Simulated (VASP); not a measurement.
# Ge (Fd-3m) in VASP: notebook

The runs below take Ge through single point, with PBE, RPBE.

Everything below comes from runs of VASP 6.6.1. Logs are shortened: lines on timing, memory, paths and dates and some standing lists are left out, and cuts for length are marked.

**The experiment to reproduce.**

From “Electronic and optical properties of SixGe1-x-ySny alloys lattice-matched to Ge”, 2021, arxiv:2109.02782, for a bulk crystal of Ge at 293 K: band gap 0.666 eV (indirect).

The runs below are set against these values where they give the same quantity.

## Step 1: The cell of the first run

It takes space group Fd-3m (No. 227, cubic). The conventional cell has a = 5.761 Å, b = 5.761 Å, c = 5.761 Å, α = 90.00°, β = 90.00°, γ = 90.00°. Ge (site symmetry -43m) has 4 Ge at 2.49 Å within 3.3 Å.

## Step 2: Single point, PBE

File INCAR:

```
  PREC = Accurate
  ENCUT = 500
  EDIFF = 1E-6
  ISMEAR = 0
  SIGMA = 0.1
  LREAL = F
  LASPH = T
  NELM = 120
  ALGO = Normal
  ISIF = 2
  LWAVE = F
  LCHARG = F
  GGA = PE
  NBANDS = 21
  GGA_COMPAT = F
```

File KPOINTS:

```
regular mesh
0
Gamma
  14 14 14
```

File POSCAR:

```
Ge
1.0
    0.0000000000      2.8805364530      2.8805364530
    2.8805364530      0.0000000000      2.8805364530
    2.8805364530      2.8805364530      0.0000000000
Ge
2
Direct
    0.0000000000      0.0000000000      0.0000000000
    0.2500000000      0.2500000000      0.2500000000
```

Potentials or basis: VASP PAW PBE potentials, release 64 (Ge_d).

The run is started by

```sh
$ cat potpaw_PBE.64/Ge_d/POTCAR > POTCAR
$ mpirun -np 1 vasp_std > vasp.out
```

OUTCAR:

```text
PREC = Accurate
   ENCUT = 500
   EDIFF = 1E-6
   ISMEAR = 0
   LREAL = F
   LASPH = T
   NELM = 120
   ISIF = 2
   GGA = PE

 ion  position               nearest neighbor table
   1  0.000  0.000  0.000-   2 2.49   2 2.49   2 2.49   2 2.49
   2  0.250  0.250  0.250-   1 2.49   1 2.49   1 2.49   1 2.49

  LATTYP: Found a face centered cubic cell.
 ALAT       =     5.7610729060

  Lattice vectors:

 A1 = (   0.0000000000,   2.8805364530,   2.8805364530)
 A2 = (   2.8805364530,   0.0000000000,   2.8805364530)
 A3 = (   2.8805364530,   2.8805364530,   0.0000000000)

Analysis of symmetry for initial positions (statically):
=====================================================================
 Subroutine PRICEL returns:
 Original cell was already a primitive cell.

 Routine SETGRP: Setting up the symmetry group for a
 face centered cubic supercell.

 Subroutine GETGRP returns: Found 48 space group operations
 (whereof 24 operations were pure point group operations)
 out of a pool of 48 trial point group operations.

The static configuration has the point symmetry T_d .
 The point group associated with its full space group is O_h .

Analysis of symmetry for dynamics (positions and initial velocities):
=====================================================================
 Subroutine PRICEL returns:
 Original cell was already a primitive cell.

 Routine SETGRP: Setting up the symmetry group for a
 face centered cubic supercell.

 Subroutine GETGRP returns: Found 48 space group operations
 (whereof 24 operations were pure point group operations)
 out of a pool of 48 trial point group operations.

The dynamic configuration has the point symmetry T_d .
 The point group associated with its full space group is O_h .

 Subroutine INISYM returns: Found 48 space group operations
 (whereof 24 operations are pure point group operations),
 and found     1 'primitive' translations

----------------------------------------------------------------------------------------

                                     Primitive cell

  volume of cell :      47.8024

  direct lattice vectors                    reciprocal lattice vectors
     0.000000000  2.880536453  2.880536453    -0.173578779  0.173578779  0.173578779
     2.880536453  0.000000000  2.880536453     0.173578779 -0.173578779  0.173578779
     2.880536453  2.880536453  0.000000000     0.173578779  0.173578779 -0.173578779

  length of vectors
     4.073693719  4.073693719  4.073693719     0.300647264  0.300647264  0.300647264

  position of ions in fractional coordinates (direct lattice)
     0.000000000  0.000000000  0.000000000
     0.250000000  0.250000000  0.250000000

  ion indices of the primitive-cell ions
   primitive index   ion index
                 1           1
                 2           2

----------------------------------------------------------------------------------------

 KPOINTS: regular mesh

Automatic generation of k-mesh.
 Grid dimensions read from file:
 generate k-points for:   14   14   14

 Generating k-lattice:

  Cartesian coordinates                     Fractional coordinates (reciprocal lattice)
    -0.012398484  0.012398484  0.012398484     0.071428571  0.000000000  0.000000000
     0.012398484 -0.012398484  0.012398484     0.000000000  0.071428571  0.000000000
     0.012398484  0.012398484 -0.012398484     0.000000000  0.000000000  0.071428571

  Length of vectors
     0.021474805  0.021474805  0.021474805

  Shift w.r.t. Gamma in fractional coordinates (k-lattice)
     0.000000000  0.000000000  0.000000000

 Subroutine IBZKPT returns following result:
 ===========================================

 Found    104 irreducible k-points:

 Following reciprocal coordinates:
            Coordinates               Weight
  0.000000  0.000000  0.000000      1.000000
  0.071429  0.000000  0.000000      8.000000
  0.142857  0.000000  0.000000      8.000000
  0.214286  0.000000  0.000000      8.000000
  0.285714  0.000000  0.000000      8.000000
  0.357143  0.000000  0.000000      8.000000
[... 16 lines left out ...]
  0.214286  0.142857  0.000000     24.000000
  0.285714  0.142857  0.000000     24.000000
 [... further k-points ...]
   k-points           NKPTS =    104   k-points in BZ     NKDIM =    104   number of bands    NBANDS=     21
   number of dos      NEDOS =    301   number of ions     NIONS =      2
   total plane-waves  NPLWV =  27000
   dimension x,y,z NGX =    30 NGY =   30 NGZ =   30
   dimension x,y,z NGXF=    60 NGYF=   60 NGZF=   60
   ions per type =               2
   NGX,Y,Z   is equivalent  to a cutoff of  12.24, 12.24, 12.24 a.u.
   NGXF,Y,Z  is equivalent  to a cutoff of  24.49, 24.49, 24.49 a.u.
 SYSTEM =  unknown system
   PREC   = accura    normal or accurate (medium, high low for compatibility)
   ISTART =      0    job   : 0-new  1-cont  2-samecut
   ICHARG =      2    charge: 1-file 2-atom 10-const
   ISPIN  =      1    spin polarized calculation?
   LNONCOLLINEAR =      F non collinear calculations
   LSORBIT =      F    spin-orbit coupling
   LASPH  =      T    aspherical Exc in radial PAW
   ENCUT  =  500.0 eV  36.75 Ry    6.06 a.u.   7.43  7.43  7.43*2*pi/ulx,y,z
   NELM   =    120;   NELMIN=  2; NELMDL= -5     # of ELM steps
   EDIFF  = 0.1E-05   stopping-criterion for ELM
   LREAL  =      F    real-space projection
   EDIFFG = 0.1E-04   stopping-criterion for IOM
   NSW    =      0    number of steps for IOM
   IBRION =     -1    ionic relax: 0-MD 1-quasi-New 2-CG
   NFREE  =      0    steps in history (QN), initial steepest desc. (CG)
   ISIF   =      2    stress and relaxation
   ISYM   =      2    0-nonsym 1-usesym 2-fastsym
   POTIM  = 0.5000    time-step for ionic-motion
   TEBEG  =    0.0;   TEEND  =   0.0 temperature during run
   PSTRESS=    0.0 pullay stress
   NELECT =      28.0000    total number of electrons
   NUPDOWN=      -1.0000    fix difference up-down
   EMIN   =  10.00;   EMAX   =-10.00  energy-range for DOS
   EFERMI =   0.00;   METHOD = LEGACY
   ISMEAR =     0;   SIGMA  =   0.10  broadening in eV -4-tet -1-fermi 0-gaus
   EFERMI_NEDOS =   21; number of points for ismear=-14 and -15
   IALGO  =     38    algorithm
   IMIX   =      4    mixing-type and parameters
     AMIX     =   0.40;   BMIX     =  1.00
     AMIX_MAG =   1.60;   BMIX_MAG =  1.00
  volume/ion in A,a.u.               =      23.90       161.29
  Fermi-wavevector in a.u.,A,eV,Ry     =   1.369759  2.588469 25.527788  1.876239
  Thomas-Fermi vector in A             =   2.495606
   LORBIT       =      0    0 simple, 1 ext, 2 COOP (PROOUT), +10 PAW based schemes
   GGA     = PE    functional components
   LHFCALC =     F    Hartree Fock is set to
   AEXX    =    0.0000 exact exchange contribution
   IVDW    =     0    specifies the selected vdW correction
   LEPSILON=     F    determine dielectric tensor
   LRPA    =     F    only Hartree local field effects (RPA)
 non-spin polarized calculation
 Gauss-broadening in eV      SIGMA  =   0.10
  energy-cutoff  :      500.00
  volume of cell :       47.80
 maximum number of plane-waves:      1243
 NGX is ok and might be reduce to    30
   NGX = 15   NGY = 15   NGZ = 15

 number of electron      27.9999979 magnetization

 Free energy of the ion-electron system (eV)
  ---------------------------------------------------
  ext. energy  EPLUGINS =         0.00000000
  ---------------------------------------------------
  free energy    TOTEN  =        -9.03654622 eV

  energy without entropy =       -9.03612992  energy(sigma->0) =       -9.03633807

 E-fermi :   4.4691     XC(G=0):  -9.6703

 val. band max:        4.3637691982   @ k =  -0.0714   0.0714   0.0000
 cond. band min:       4.4773129568   @ k =   0.0000   0.0000   0.0000
 fundamental gap:      0.1135437587
 Fermi energy:         4.4690613310

 k-point     1 :       0.0000    0.0000    0.0000
  band No.  band energies     occupation
      1     -20.2692      2.00000
      2     -20.2692      2.00000
      3     -20.2692      2.00000
      4     -20.2370      2.00000
      5     -20.2370      2.00000
      6     -20.0541      2.00000
[... 13 lines left out ...]
     20      13.8164      0.00000
     21      13.8164      0.00000

 k-point     2 :       0.0714    0.0000    0.0000
  band No.  band energies     occupation
      1     -20.2720      2.00000
      2     -20.2720      2.00000
      3     -20.2684      2.00000
      4     -20.2333      2.00000
      5     -20.2333      2.00000
      6     -20.0594      2.00000
[... 13 lines left out ...]
     20      13.3877      0.00000
     21      13.3877      0.00000

 k-point     3 :       0.1429    0.0000    0.0000
  band No.  band energies     occupation
      1     -20.2775      2.00000
      2     -20.2775      2.00000
      3     -20.2663      2.00000
      4     -20.2251      2.00000
      5     -20.2251      2.00000
      6     -20.0674      2.00000
[... 13 lines left out ...]
     20      12.8672      0.00000
     21      12.8672      0.00000

 k-point     4 :       0.2143    0.0000    0.0000
  band No.  band energies     occupation
      1     -20.2827      2.00000
      2     -20.2827      2.00000
      3     -20.2632      2.00000
      4     -20.2164      2.00000
      5     -20.2164      2.00000
      6     -20.0746      2.00000
[... 13 lines left out ...]
     20      12.6636      0.00000
     21      12.6636      0.00000

 k-point     5 :       0.2857    0.0000    0.0000
  band No.  band energies     occupation
      1     -20.2866      2.00000
      2     -20.2866      2.00000
      3     -20.2597      2.00000
      4     -20.2091      2.00000
      5     -20.2091      2.00000
      6     -20.0802      2.00000
[... 13 lines left out ...]
     20      12.9055      0.00000
     21      12.9055      0.00000

 k-point     6 :       0.3571    0.0000    0.0000
  band No.  band energies     occupation
      1     -20.2890      2.00000
      2     -20.2890      2.00000
      3     -20.2565      2.00000
      4     -20.2042      2.00000
      5     -20.2042      2.00000
      6     -20.0838      2.00000
[... 13 lines left out ...]
     20      13.5902      0.00000
     21      13.5902      0.00000

 k-point     7 :       0.4286    0.0000    0.0000
  band No.  band energies     occupation
      1     -20.2902      2.00000
      2     -20.2902      2.00000
      3     -20.2542      2.00000
      4     -20.2015      2.00000
      5     -20.2015      2.00000
      6     -20.0855      2.00000
[... 13 lines left out ...]
     20      14.5920      0.00000
     21      14.5920      0.00000
[... 291 lines left out ...]
      1     -20.2829      2.00000
      2     -20.2779      2.00000
      3     -20.2653      2.00000
      4     -20.2232      2.00000
      5     -20.2164      2.00000
      6     -20.0778      2.00000
[... 13 lines left out ...]
     20      12.3364      0.00000
     21      13.0021      0.00000

 k-point    21 :      -0.0714    0.0714    0.0000
  band No.  band energies     occupation
      1     -20.2771      2.00000
      2     -20.2727      2.00000
      3     -20.2685      2.00000
      4     -20.2302      2.00000
      5     -20.2260      2.00000
      6     -20.0688      2.00000
[... 13 lines left out ...]
     20      12.7045      0.00000
     21      13.2425      0.00000

 k-point    22 :       0.1429    0.1429    0.0000
  band No.  band energies     occupation
      1     -20.2758      2.00000
      2     -20.2756      2.00000
      3     -20.2756      2.00000
      4     -20.2271      2.00000
      5     -20.2120      2.00000
      6     -20.0902      2.00000
[... 13 lines left out ...]
     20      12.2419      0.00000
     21      14.1531      0.00000

 k-point    23 :       0.2143    0.1429    0.0000
  band No.  band energies     occupation
      1     -20.2833      2.00000
      2     -20.2793      2.00000
      3     -20.2709      2.00000
      4     -20.2206      2.00000
      5     -20.2017      2.00000
      6     -20.1014      2.00000
[... 13 lines left out ...]
     20      12.9834      0.00000
     21      14.0888      0.00000

 k-point    24 :       0.2857    0.1429    0.0000
  band No.  band energies     occupation
      1     -20.2905      2.00000
      2     -20.2836      2.00000
      3     -20.2638      2.00000
      4     -20.2126      2.00000
      5     -20.1925      2.00000
      6     -20.1101      2.00000
[... 13 lines left out ...]
     20      13.5983      0.00000
     21      14.1264      0.00000

 [... further k-points ...]

------------------------ aborting loop because EDIFF is reached ----------------------------------------

  FORCE on cell =-STRESS in cart. coord.  units (eV):
  Direction    XX          YY          ZZ          XY          YZ          ZX
  --------------------------------------------------------------------------------------
  -------------------------------------------------------------------------------------
  Total       -0.0304860     -0.0304860     -0.0304860      0.0000000     -0.0000000     -0.0000000
  in kB       -1.0217877     -1.0217877     -1.0217877      0.0000000     -0.0000000     -0.0000000
  external PRESSURE =      -1.0217877 kB  Pullay stress =       0.0000000 kB

 VOLUME and BASIS-vectors are now :
 -----------------------------------------------------------------------------
  energy-cutoff  :      500.00
  volume of cell :       47.80
      direct lattice vectors                 reciprocal lattice vectors
     0.000000000  2.880536453  2.880536453    -0.173578779  0.173578779  0.173578779
     2.880536453  0.000000000  2.880536453     0.173578779 -0.173578779  0.173578779
     2.880536453  2.880536453  0.000000000     0.173578779  0.173578779 -0.173578779

 POSITION                                       TOTAL-FORCE (eV/Angst)
 -----------------------------------------------------------------------------------
      0.00000      0.00000      0.00000        -0.000000     -0.000000     -0.000000
      1.44027      1.44027      1.44027         0.000000      0.000000      0.000000
 -----------------------------------------------------------------------------------
    total drift:                                0.000000      0.000000      0.000000

  FREE ENERGIE OF THE ION-ELECTRON SYSTEM (eV)
  ---------------------------------------------------
  free  energy   TOTEN  =        -9.0365462201 eV

  energy  without entropy=       -9.0361299176  energy(sigma->0) =       -9.03633807
```

Run time: 82 s. Hardware: 1 thread of Intel Xeon Platinum 8259CL at 2.50GHz (Skylake/Cascade Lake), shared host; peak memory 0.21 GiB.

Results:

```
Free energy            : -9.0365 eV
Pressure               : -0.1 GPa
Band gap on the k mesh : zero (filled and empty bands touch)
```

Caveat: semilocal functionals underestimate gaps, so a narrow gap can read as zero.

[end of part 1 of 2]
